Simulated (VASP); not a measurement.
# NaTa6 in VASP: notebook

Runs on NaTa6. Level: PBEsol. Tasks: relaxation of the atoms.

All numbers are computed with VASP 6.6.1; they aren't measurements. Logs are shortened: lines on timing, memory, paths and dates and some standing lists are left out, and cuts for length are marked.

## (1) The cell of the first run

The cell holds a slab with vacuum, 7 atoms: a = 4.639 Å, b = 4.639 Å, c = 19.944 Å, α = 90.00°, β = 90.00°, γ = 120.00°.

## (2) Relaxation of the atoms, PBEsol

File INCAR:

```
PREC = Accurate
ENCUT = 520
EDIFF = 1E-7
ISMEAR = 0
SIGMA = 0.1
LREAL = F
LASPH = T
NELM = 60
ALGO = Normal
ISIF = 2
LWAVE = F
LCHARG = F
LDIPOL = T
IDIPOL = 3
DIPOL = 0.5 0.5 0.345
GGA = PS
IBRION = 2
NSW = 36
EDIFFG = -0.025
KPAR = 4
```

File KPOINTS:

```
regular mesh
0
Gamma
  6 6 1
```

File POSCAR:

```
NaTa6
1.0
    4.6393552080      0.0000000000      0.0000000000
   -2.3196776040      4.0177994673      0.0000000000
    0.0000000000      0.0000000000     19.9442140487
Ta Na
6 1
Selective dynamics
Direct
    0.6666666667      0.3333333333      0.2005594199  F F F
    0.3333333333      0.6666666667      0.2480420840  F F F
    0.0000000000      0.0000000000      0.2955247481  F F F
    0.6666666667      0.3333333333      0.3400438158  F F F
    0.3333333333      0.6666666667      0.3814862476  F F F
    0.0000000000      0.0000000000      0.4233916678  F F F
    0.8888888889      0.4444444444      0.5242482431  F F T
```

Potentials or basis: VASP PAW PBE potentials, release 64 (Ta_pv, Na_pv).

Launch:

```sh
$ cat potpaw_PBE.64/Ta_pv/POTCAR potpaw_PBE.64/Na_pv/POTCAR > POTCAR
$ mpirun -np 4 vasp_std > vasp.out
```

OUTCAR:

```text
PREC = Accurate
   ENCUT = 520
   EDIFF = 1E-7
   ISMEAR = 0
   LREAL = F
   LASPH = T
   NELM = 60
   ISIF = 2
   GGA = PS
   IBRION = 2
   NSW = 36
   EDIFFG = -0.025

 ion  position               nearest neighbor table
   1  0.667  0.333  0.201-   4 2.78   2 2.84   2 2.84   2 2.84   3 3.28   3 3.28   3 3.28
   2  0.333  0.667  0.248-   5 2.66   1 2.84   1 2.84   3 2.84   3 2.84   3 2.84   1 2.84   4 3.25
                             4 3.25   4 3.25
   3  0.000  0.000  0.296-   6 2.55   4 2.82   4 2.82   4 2.82   2 2.84   2 2.84   2 2.84   5 3.18
                             5 3.18   5 3.18   1 3.28   1 3.28   1 3.28
   4  0.667  0.333  0.340-   1 2.78   5 2.80   5 2.80   5 2.80   3 2.82   3 2.82   3 2.82   6 3.15
                             6 3.15   6 3.15   2 3.25   2 3.25   2 3.25
   5  0.333  0.667  0.381-   2 2.66   4 2.80   4 2.80   4 2.80   6 2.81   6 2.81   6 2.81   3 3.18
                             3 3.18   3 3.18
   6  0.000  0.000  0.423-   3 2.55   5 2.81   5 2.81   5 2.81   7 3.10   7 3.10   4 3.15   4 3.15
                             4 3.15
   7  0.889  0.444  0.524-   6 3.10   6 3.10

  LATTYP: Found a hexagonal cell.
 ALAT       =     4.6393552080
 C/A-ratio  =     4.2989193874

  Lattice vectors:

 A1 = (   4.6393552080,   0.0000000000,   0.0000000000)
 A2 = (  -2.3196776040,   4.0177994673,   0.0000000000)
 A3 = (   0.0000000000,   0.0000000000,  19.9442140487)

Analysis of symmetry for initial positions (statically):
=====================================================================
 Subroutine PRICEL returns:
 Original cell was already a primitive cell.

 Routine SETGRP: Setting up the symmetry group for a
 hexagonal supercell.

 Subroutine GETGRP returns: Found  2 space group operations
 (whereof  2 operations were pure point group operations)
 out of a pool of 24 trial point group operations.

The static configuration has the point symmetry C_1h.

Analysis of symmetry for dynamics (positions and initial velocities):
=====================================================================
 Subroutine PRICEL returns:
 Original cell was already a primitive cell.

 Routine SETGRP: Setting up the symmetry group for a
 hexagonal supercell.

 Subroutine GETGRP returns: Found  2 space group operations
 (whereof  2 operations were pure point group operations)
 out of a pool of 24 trial point group operations.

The dynamic configuration has the point symmetry C_1h.

Analysis of constrained symmetry for selective dynamics:
=====================================================================
 Subroutine PRICEL returns:
 Original cell was already a primitive cell.

 Routine SETGRP: Setting up the symmetry group for a
 hexagonal supercell.

 Subroutine GETGRP returns: Found  2 space group operations
 (whereof  2 operations were pure point group operations)
 out of a pool of 24 trial point group operations.

The constrained configuration has the point symmetry C_1h.

 Subroutine INISYM returns: Found  2 space group operations
 (whereof  2 operations are pure point group operations),
 and found     1 'primitive' translations

----------------------------------------------------------------------------------------

                                     Primitive cell

  volume of cell :     371.7601

  direct lattice vectors                    reciprocal lattice vectors
     4.639355208  0.000000000  0.000000000     0.215547195  0.124446231  0.000000000
    -2.319677604  4.017799467  0.000000000     0.000000000  0.248892462  0.000000000
     0.000000000  0.000000000 19.944214049     0.000000000  0.000000000  0.050139855

  length of vectors
     4.639355208  4.639355208 19.944214049     0.248892462  0.248892462  0.050139855

  position of ions in fractional coordinates (direct lattice)
     0.666666667  0.333333333  0.200559420
     0.333333333  0.666666667  0.248042084
     0.000000000  0.000000000  0.295524748
     0.666666667  0.333333333  0.340043816
     0.333333333  0.666666667  0.381486248
     0.000000000  0.000000000  0.423391668
     0.888888889  0.444444444  0.524248243
[... 24 lines left out ...]
     0.000000000  0.000000000  0.050139855     0.000000000  0.000000000  1.000000000

  Length of vectors
     0.041482077  0.041482077  0.050139855

  Shift w.r.t. Gamma in fractional coordinates (k-lattice)
     0.000000000  0.000000000  0.000000000

 Subroutine IBZKPT returns following result:
 ===========================================

 Found     13 irreducible k-points:

 Following reciprocal coordinates:
            Coordinates               Weight
  0.000000  0.000000  0.000000      1.000000
  0.166667  0.000000  0.000000      2.000000
  0.000000  0.166667  0.000000      4.000000
  0.333333  0.000000  0.000000      2.000000
  0.000000  0.333333  0.000000      4.000000
  0.500000  0.000000  0.000000      1.000000
  0.000000  0.500000  0.000000      2.000000
  0.166667  0.166667  0.000000      4.000000
 -0.166667  0.333333  0.000000      2.000000
  0.333333  0.166667  0.000000      4.000000
 -0.166667  0.500000  0.000000      4.000000
  0.500000  0.333333  0.000000      4.000000
  0.333333  0.333333  0.000000      2.000000
   k-points           NKPTS =     13   k-points in BZ     NKDIM =     13   number of bands    NBANDS=     43
   number of dos      NEDOS =    301   number of ions     NIONS =      7
   total plane-waves  NPLWV = 194400
   dimension x,y,z NGX =    36 NGY =   36 NGZ =  150
   dimension x,y,z NGXF=    72 NGYF=   72 NGZF=  300
   ions per type =               6   1
   NGX,Y,Z   is equivalent  to a cutoff of  12.90, 12.90, 12.50 a.u.
   NGXF,Y,Z  is equivalent  to a cutoff of  25.80, 25.80, 25.01 a.u.
 SYSTEM =  unknown system
   PREC   = accura    normal or accurate (medium, high low for compatibility)
   ISTART =      0    job   : 0-new  1-cont  2-samecut
   ICHARG =      2    charge: 1-file 2-atom 10-const
   ISPIN  =      1    spin polarized calculation?
   LNONCOLLINEAR =      F non collinear calculations
   LSORBIT =      F    spin-orbit coupling
   LASPH  =      T    aspherical Exc in radial PAW
   ENCUT  =  520.0 eV  38.22 Ry    6.18 a.u.   8.63  8.63 37.08*2*pi/ulx,y,z
   NELM   =     60;   NELMIN=  2; NELMDL= -5     # of ELM steps
   EDIFF  = 0.1E-06   stopping-criterion for ELM
   LREAL  =      F    real-space projection
   EDIFFG = -.3E-01   stopping-criterion for IOM
   NSW    =     36    number of steps for IOM
   IBRION =      2    ionic relax: 0-MD 1-quasi-New 2-CG
   NFREE  =      1    steps in history (QN), initial steepest desc. (CG)
   ISIF   =      2    stress and relaxation
   ISYM   =      2    0-nonsym 1-usesym 2-fastsym
   POTIM  = 0.5000    time-step for ionic-motion
   TEBEG  =    0.0;   TEEND  =   0.0 temperature during run
   PSTRESS=    0.0 pullay stress
   NELECT =      73.0000    total number of electrons
   NUPDOWN=      -1.0000    fix difference up-down
   EMIN   =  10.00;   EMAX   =-10.00  energy-range for DOS
   EFERMI =   0.00;   METHOD = LEGACY
   ISMEAR =     0;   SIGMA  =   0.10  broadening in eV -4-tet -1-fermi 0-gaus
   EFERMI_NEDOS =   21; number of points for ismear=-14 and -15
   IALGO  =     38    algorithm
   IMIX   =      4    mixing-type and parameters
     AMIX     =   0.40;   BMIX     =  1.00
     AMIX_MAG =   1.60;   BMIX_MAG =  1.00
  volume/ion in A,a.u.               =      53.11       358.39
  Fermi-wavevector in a.u.,A,eV,Ry     =   0.951542  1.798155 12.319165  0.905433
  Thomas-Fermi vector in A             =   2.080022
   LORBIT       =      0    0 simple, 1 ext, 2 COOP (PROOUT), +10 PAW based schemes
   GGA     = PS    functional components
   LHFCALC =     F    Hartree Fock is set to
   AEXX    =    0.0000 exact exchange contribution
   IVDW    =     0    specifies the selected vdW correction
   LEPSILON=     F    determine dielectric tensor
   LRPA    =     F    only Hartree local field effects (RPA)
 conjugate gradient relaxation of ions
 non-spin polarized calculation
 Gauss-broadening in eV      SIGMA  =   0.10
  energy-cutoff  :      520.00
  volume of cell :      371.76
 maximum number of plane-waves:     10037
 NGX is ok and might be reduce to    36
   NGX = 17   NGY = 17   NGZ = 75

 dipolmoment           0.000000      0.000000      0.025613 electrons x Angstroem

--------------------------------------- Ionic step        1  -------------------------------------------

 number of electron      73.0000003 magnetization

 Free energy of the ion-electron system (eV)
  ---------------------------------------------------
  ext. energy  EPLUGINS =         0.00000000
  ---------------------------------------------------
  free energy    TOTEN  =       -69.98256426 eV

  energy without entropy =      -69.94690900  energy(sigma->0) =      -69.96473663

------------------------ aborting loop because EDIFF is reached ----------------------------------------

  FORCE on cell =-STRESS in cart. coord.  units (eV):
  Direction    XX          YY          ZZ          XY          YZ          ZX
  --------------------------------------------------------------------------------------
  -------------------------------------------------------------------------------------
  Total       -4.9791216     -4.1163047     -3.1447111     -0.7472214     -0.3647743     -0.6318075
  in kB      -21.4585568    -17.7400683    -13.5527844     -3.2203055     -1.5720704     -2.7229053
  external PRESSURE =     -17.5838032 kB  Pullay stress =       0.0000000 kB
[... 151 lines left out ...]
--------------------------------------- Ionic step        5  -------------------------------------------

 number of electron      73.0000010 magnetization

 dipolmoment           0.000000      0.000000     -0.114075 electrons x Angstroem

 Free energy of the ion-electron system (eV)
  ---------------------------------------------------
  ext. energy  EPLUGINS =         0.00000000
  ---------------------------------------------------
  free energy    TOTEN  =       -69.98809508 eV

  energy without entropy =      -69.95213022  energy(sigma->0) =      -69.97011265

 E-fermi :  -0.1203     XC(G=0):  -5.3884

 val. band max:       -0.1758126468   @ k =   0.0000   0.5000   0.0000
 cond. band min:      -0.0635374214   @ k =  -0.1667   0.5000   0.0000
 fundamental gap:      0.1122752254
 Fermi energy:        -0.1203471481

 k-point     1 :       0.0000    0.0000    0.0000
  band No.  band energies     occupation
      1     -34.8535      2.00000
      2     -34.6292      2.00000
      3     -34.5511      2.00000
      4     -34.5502      2.00000
      5     -34.3563      2.00000
      6     -34.3545      2.00000
[... 587 lines left out ...]
     42       0.9900      0.00000
     43       1.2685      0.00000

------------------------ aborting loop because EDIFF is reached ----------------------------------------

 vacuum level on the upper side and lower side of the slab       (xc-potential included)        -0.898         0.267

  FORCE on cell =-STRESS in cart. coord.  units (eV):
  Direction    XX          YY          ZZ          XY          YZ          ZX
  --------------------------------------------------------------------------------------
  -------------------------------------------------------------------------------------
  Total       -5.0973421     -4.3445844     -3.4183533     -0.6519073     -0.3114083     -0.5393749
  in kB      -21.9680524    -18.7238869    -14.7321022     -2.8095297     -1.3420786     -2.3245480
  external PRESSURE =     -18.4746805 kB  Pullay stress =       0.0000000 kB
[... 22 lines left out ...]
  FREE ENERGIE OF THE ION-ELECTRON SYSTEM (eV)
  ---------------------------------------------------
  free  energy   TOTEN  =       -69.9880950840 eV

  energy  without entropy=      -69.9521302191  energy(sigma->0) =      -69.97011265

 reached required accuracy - stopping structural energy minimisation

 vacuum level on the upper side and lower side of the slab         1.895         3.092
```

Run time: 5.5 min. Hardware: 4 MPI ranks of AMD EPYC 9R45 (Zen 5), shared host; peak memory 0.56 GiB.

Results:

| Item | Value |
| --- | --- |
| Free energy | -69.9881 eV |
| Energy gained by relaxing | 0.8 meV/atom |
| Ionic steps | 5 |
| Band gap on the k mesh | zero (an odd number of electrons rules out a gap without spin polarisation) |

The path:
```tsv
step	energy change (eV)	largest force on free atoms (eV/Å)	pressure (GPa)
1	0.0000	0.1335	-1.76
2	-0.0008	0.1229	-1.77
3	-0.0029	0.0906	-1.79
4	-0.0052	0.0301	-1.83
5	-0.0055	0.0014	-1.85
```

Final structure:
```
CELL_PARAMETERS angstrom
4.63936 0.00000 0.00000
-2.31968 4.01780 0.00000
0.00000 0.00000 19.94421
ATOMIC_POSITIONS crystal
Ta 0.66667 0.33333 0.20056
Ta 0.33333 0.66667 0.24804
Ta 0.00000 0.00000 0.29552
Ta 0.66667 0.33333 0.34004
Ta 0.33333 0.66667 0.38149
Ta 0.00000 0.00000 0.42339
Na 0.88889 0.44444 0.52844
```

Levels at points of the mesh, in eV from the Fermi level:
| k point | band 34 | band 35 | band 36 | band 37 | band 38 | band 39 |
| --- | --- | --- | --- | --- | --- | --- |
| (0.00, 0.00, 0.00) | -0.98 | -0.94 | -0.43 | -0.42 | 0.15 | 0.21 |
| (0.50, 0.00, 0.00) | -0.97 | -0.73 | -0.30 | -0.07 | 0.08 | 0.83 |
| (0.00, 0.50, 0.00) | -0.97 | -0.74 | -0.31 | -0.06 | 0.07 | 0.80 |

Caveat: the PAW data sets were made with another functional, which shifts forces and pressure a little; spin-orbit coupling is left out, which moves the levels of the heavy elements.

## (3) Relaxation of the atoms, PBEsol

File INCAR:

```
  ALGO = Normal
  DIPOL = 0.5 0.5 0.351
  EDIFF = 1E-6
  EDIFFG = -0.025
  ENCUT = 520
  GGA = PS
  IBRION = 2
  IDIPOL = 3
  ISIF = 2
  ISMEAR = 0
  KPAR = 4
  LASPH = T
  LCHARG = F
  LDIPOL = T
  LREAL = F
  LWAVE = F
  NELM = 60
  NSW = 36
  PREC = Accurate
  SIGMA = 0.1
```

File KPOINTS:

```
k-points
0
Gamma
  6 6 1
```

POSCAR: that of step 2 with these lines changed.

```diff
@@ -15,2 +15,2 @@
     0.0000000000      0.0000000000      0.4233916678  F F F
-    0.8888888889      0.4444444444      0.5242482431  F F T
+    0.2222222222      0.1111111111      0.5707599985  F F T
```

Potentials or basis: VASP PAW PBE potentials, release 64 (Ta_pv, Na_pv).

Launch:

```sh
$ cat potpaw_PBE.64/Ta_pv/POTCAR potpaw_PBE.64/Na_pv/POTCAR > POTCAR
$ mpirun -np 4 vasp_std > vasp.out
```

OUTCAR:

```text
EDIFF = 1E-6
   EDIFFG = -0.025
   ENCUT = 520
   GGA = PS
   IBRION = 2
   ISIF = 2
   ISMEAR = 0
   LASPH = T
   LREAL = F
   NELM = 60
   NSW = 36
   PREC = Accurate

 ion  position               nearest neighbor table
   1  0.667  0.333  0.201-   4 2.78   2 2.84   2 2.84   2 2.84   3 3.28   3 3.28   3 3.28
   2  0.333  0.667  0.248-   5 2.66   1 2.84   1 2.84   3 2.84   3 2.84   3 2.84   1 2.84   4 3.25
                             4 3.25   4 3.25
   3  0.000  0.000  0.296-   6 2.55   4 2.82   4 2.82   4 2.82   2 2.84   2 2.84   2 2.84   5 3.18
                             5 3.18   5 3.18   1 3.28   1 3.28   1 3.28
   4  0.667  0.333  0.340-   1 2.78   5 2.80   5 2.80   5 2.80   3 2.82   3 2.82   3 2.82   6 3.15
                             6 3.15   6 3.15   2 3.25   2 3.25   2 3.25
   5  0.333  0.667  0.381-   2 2.66   4 2.80   4 2.80   4 2.80   6 2.81   6 2.81   6 2.81   3 3.18
                             3 3.18   3 3.18
   6  0.000  0.000  0.423-   3 2.55   5 2.81   5 2.81   5 2.81   7 3.07   4 3.15   4 3.15   4 3.15

   7  0.222  0.111  0.571-   6 3.07

  LATTYP: Found a hexagonal cell.
 ALAT       =     4.6393552080
 C/A-ratio  =     4.2989193874

  Lattice vectors:

 A1 = (   4.6393552080,   0.0000000000,   0.0000000000)
 A2 = (  -2.3196776040,   4.0177994673,   0.0000000000)
 A3 = (   0.0000000000,   0.0000000000,  19.9442140487)
[... 199 lines left out ...]
  Total       -5.5533660     -5.7773212     -3.4526371      0.1939509      0.4109543      0.7117935
  in kB      -23.9333819    -24.8985633    -14.8798555      0.8358716      1.7710926      3.0676218
  external PRESSURE =     -21.2372669 kB  Pullay stress =       0.0000000 kB
[... 69 lines left out ...]
--------------------------------------- Ionic step        3  -------------------------------------------

 number of electron      73.0000005 magnetization

 dipolmoment           0.000000      0.000000     -0.115521 electrons x Angstroem

 Free energy of the ion-electron system (eV)
  ---------------------------------------------------
  ext. energy  EPLUGINS =         0.00000000
  ---------------------------------------------------
  free energy    TOTEN  =       -69.44069696 eV

  energy without entropy =      -69.40645312  energy(sigma->0) =      -69.42357504

 E-fermi :  -0.1188     XC(G=0):  -5.5828

 val. band max:       -0.1581277333   @ k =   0.3333   0.3333   0.0000
 cond. band min:      -0.1084087683   @ k =   0.1667   0.1667   0.0000
 fundamental gap:      0.0497189651
 Fermi energy:        -0.1188333275

 k-point     1 :       0.0000    0.0000    0.0000
  band No.  band energies     occupation
      1     -34.8407      2.00000
      2     -34.6438      2.00000
      3     -34.5207      2.00000
      4     -34.5201      2.00000
      5     -34.3356      2.00000
      6     -34.3350      2.00000
[... 587 lines left out ...]
     42       1.0462      0.00000
     43       1.3472      0.00000

------------------------ aborting loop because EDIFF is reached ----------------------------------------

 vacuum level on the upper side and lower side of the slab       (xc-potential included)        -1.115         0.126

  FORCE on cell =-STRESS in cart. coord.  units (eV):
  Direction    XX          YY          ZZ          XY          YZ          ZX
  --------------------------------------------------------------------------------------
  -------------------------------------------------------------------------------------
  Total       -5.5564311     -5.7779144     -3.4716101      0.1918102      0.4060632      0.7033220
  in kB      -23.9465916    -24.9011198    -14.9616234      0.8266457      1.7500137      3.0311118
  external PRESSURE =     -21.2697783 kB  Pullay stress =       0.0000000 kB
[... 22 lines left out ...]
  FREE ENERGIE OF THE ION-ELECTRON SYSTEM (eV)
  ---------------------------------------------------
  free  energy   TOTEN  =       -69.4406969605 eV

  energy  without entropy=      -69.4064531172  energy(sigma->0) =      -69.42357504

 reached required accuracy - stopping structural energy minimisation

 vacuum level on the upper side and lower side of the slab         1.689         2.958
```

It took 3.4 min on 4 MPI ranks of Intel Xeon Platinum 8375C at 2.90GHz (Ice Lake), shared host; peak memory 0.58 GiB.

What came out:

```
Free energy               : -69.4407 eV
Energy gained by relaxing : 0.0 meV/atom
Ionic steps               : 3
Band gap on the k mesh    : zero (an odd number of electrons rules out a gap without spin polarisation)
```

Step by step:
```tsv
step	energy change (eV)	largest force on free atoms (eV/Å)	pressure (GPa)
1	0.0000	0.0326	-2.12
2	-0.0001	0.0309	-2.12
3	-0.0002	0.0248	-2.13
```

Final structure:
```
Ta Na
1.0
     4.63936    0.00000    0.00000
    -2.31968    4.01780    0.00000
     0.00000    0.00000   19.94421
Ta Na
6 1
Direct
  0.66667 0.33333 0.20056
  0.33333 0.66667 0.24804
  0.00000 0.00000 0.29552
  0.66667 0.33333 0.34004
  0.33333 0.66667 0.38149
  0.00000 0.00000 0.42339
  0.22222 0.11111 0.57108
```

Levels at points of the mesh, in eV from the Fermi level:
```csv
k point,band 33,band 34,band 35,band 36,band 37,band 38,band 39,band 40
"(0.00, 0.00, 0.00)",-1.09,-0.93,-0.93,-0.38,-0.38,0.15,0.24,0.25
"(0.50, 0.00, 0.00)",-1.07,-0.94,-0.66,-0.27,-0.08,0.10,0.86,1.05
"(0.00, 0.50, 0.00)",-1.07,-0.94,-0.65,-0.27,-0.10,0.11,0.84,1.03
```

Caveat: the PAW data sets were made with another functional, which shifts forces and pressure a little; spin-orbit coupling is left out, which moves the levels of the heavy elements.

The gap in the log of VASP goes by the Fermi energy; the results here count the filled bands.